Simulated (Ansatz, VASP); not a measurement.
Si2W: VASP beside Ansatz

Contents of INCAR:

```
SYSTEM = Si2W
PREC = Accurate ; ENCUT = 520
EDIFF = 1E-7 ; ISMEAR = 0
SIGMA = 0.03 ; LREAL = .False.
LASPH = .True. ; NELM = 60
ALGO = Normal ; ISIF = 2
LWAVE = .False. ; LCHARG = .False.
NBANDS = 43
```

KPOINTS

```
Automatic mesh
0
Gamma
  9 9 6
  0 0 0
```

The input POSCAR:

```
Si2W
1.0
    4.6797998650      0.0000000000      0.0000000000
   -2.3398999325      4.0528255677      0.0000000000
    0.0000000000      0.0000000000      6.2119663407
Si W
6 3
Direct
    0.8361210222      0.6722420443      0.5000000000
    0.1638789778      0.8361210222      0.8333333333
    0.6722420443      0.8361210222      0.1666666667
    0.1638789778      0.3277579557      0.5000000000
    0.8361210222      0.1638789778      0.8333333333
    0.3277579557      0.1638789778      0.1666666667
    0.0000000000      0.5000000000      0.1666666667
    0.5000000000      0.5000000000      0.8333333333
    0.5000000000      0.0000000000      0.5000000000
```

Input for Ansatz:

```yaml
crystal:
  lattice:
    - [4.679799865, 0.0, 0.0]
    - [-2.3398999325, 4.0528255677, 0.0]
    - [0.0, 0.0, 6.2119663407]
  atoms:
    - { symbol: Si, position: [0.8361210222, 0.6722420443, 0.5] }
    - { symbol: Si, position: [0.1638789778, 0.8361210222, 0.8333333333] }
    - { symbol: Si, position: [0.6722420443, 0.8361210222, 0.1666666667] }
    - { symbol: Si, position: [0.1638789778, 0.3277579557, 0.5] }
    - { symbol: Si, position: [0.8361210222, 0.1638789778, 0.8333333333] }
    - { symbol: Si, position: [0.3277579557, 0.1638789778, 0.1666666667] }
    - { symbol: W, position: [0.0, 0.5, 0.1666666667] }
    - { symbol: W, position: [0.5, 0.5, 0.8333333333] }
    - { symbol: W, position: [0.5, 0.0, 0.5] }
basis:
  ecutwfc: 420
kpoints:
  mp_grid: { grid: [9, 9, 6] }
hamiltonian:
  xc: lda
  pseudopotentials: { kind: paw, azcp: { folder: soft_1 } }
scf:
  occupations: { method: gaussian, width: 0.03 }
output:
  forces: true
  stress: true
  eigenvalues: true
```

Alike in both runs: task single point; functional LDA; k mesh 9 × 9 × 6; occupations gaussian, width 0.03 eV; no spin polarisation.

|  | VASP | Ansatz |
| --- | --- | --- |
| version | VASP 6.6.1 | Ansatz 0.2.0 |
| potentials or method | VASP PAW LDA potentials, release 64 (Si, W_sv), cutoff 520 eV | scalar-relativistic, plane waves, PAW |
| valence electrons in the cell | 66 | 66 |

```csv
,VASP,Ansatz,Ansatz less VASP
gap on the k mesh at the Fermi level (eV),0.13,0.13,+0.003
least direct gap on the mesh (eV),0.46,0.46,-0.001
pressure (GPa),3.9,3.2,-0.71
"traceless stress, the component that is largest in VASP (GPa)",17.19,17.07,-0.128
rms of the force components (eV/Å),0.081,0.076,-0.0057
```

Ansatz warns that its potentials were made for another functional, while VASP's fit it. LDA's correlation is that of Perdew and Zunger in VASP and of Perdew and Wang (1992) in Ansatz. Atom by atom the forces differ by 0.006 eV/Å (rms over components).

Neither program's run includes spin-orbit coupling.
